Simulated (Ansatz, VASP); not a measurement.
**Cs in VASP and in Ansatz**

The input INCAR:

```
PREC = Accurate
ENCUT = 520
EDIFF = 1E-6
ISMEAR = 1
SIGMA = 0.15
LREAL = F
LASPH = T
NELM = 150
ALGO = Normal
ISIF = 2
LWAVE = F
LCHARG = T
ISPIN = 2
MAGMOM = 0.18
LORBIT = 11
GGA = PE
LELF = T
LVHAR = T
NBANDS = 14
```

The input KPOINTS:

```
Automatic mesh
0
Gamma
  3 3 3
```

Contents of POSCAR:

```
Cs
1.0
    5.0212038749      0.0000000000      0.0000000000
    0.0000000000      5.0212038749      0.0000000000
    0.0000000000      0.0000000000      5.0212038749
Cs
1
Direct
    0.0000000000      0.0000000000      0.0000000000
```

Input for Ansatz:

```yaml
crystal:
  lattice:
    - [5.0212038749, 0.0, 0.0]
    - [0.0, 5.0212038749, 0.0]
    - [0.0, 0.0, 5.0212038749]
  atoms:
    - { symbol: Cs, position: [0.0, 0.0, 0.0] }
kpoints:
  mp_grid: { grid: [3, 3, 3] }
scf:
  occupations: { method: methfessel_paxton, width: 0.15 }
hamiltonian:
  xc: pbe
  pseudopotentials: { kind: all_electron, lapw: { basis_error: 0.0005 } }
output:
  forces: true
  stress: true
  eigenvalues: true
magnetization:
  spin_polarized: true
```

Alike in both runs: task single point; functional PBE; k mesh 3 × 3 × 3; occupations methfessel-paxton of order 1, width 0.15 eV; collinear spin.

|  | VASP | Ansatz |
| --- | --- | --- |
| version | VASP 6.6.1 | Ansatz 0.2.0 |
| potentials or method | VASP PAW PBE potentials, release 64 (Cs_sv), cutoff 520 eV | all-electron LAPW, scalar-relativistic |

Ansatz gave:

* gap on the k mesh at the Fermi level (eV): none
* pressure (GPa): -0.1
* net moment per atom (μB): 0.40
* size of the moment on the site where the two differ most (μB): 0.16

Which values does VASP return?

gap on the k mesh at the Fermi level (eV): none; pressure (GPa): -0.1; net moment per atom (μB): 0.40; size of the moment on the site where the two differ most (μB): 0.02.

Site moments also hang on the region over which each program counts them. A gap of «none» marks a metal or a gap that the smearing closes. Ansatz ran all-electron here, and VASP with PAW potentials. Ansatz's warnings: no starting moments, stability check not made.

The k mesh is coarse, so the values compare programs but aren't converged. Neither program's run includes spin-orbit coupling.
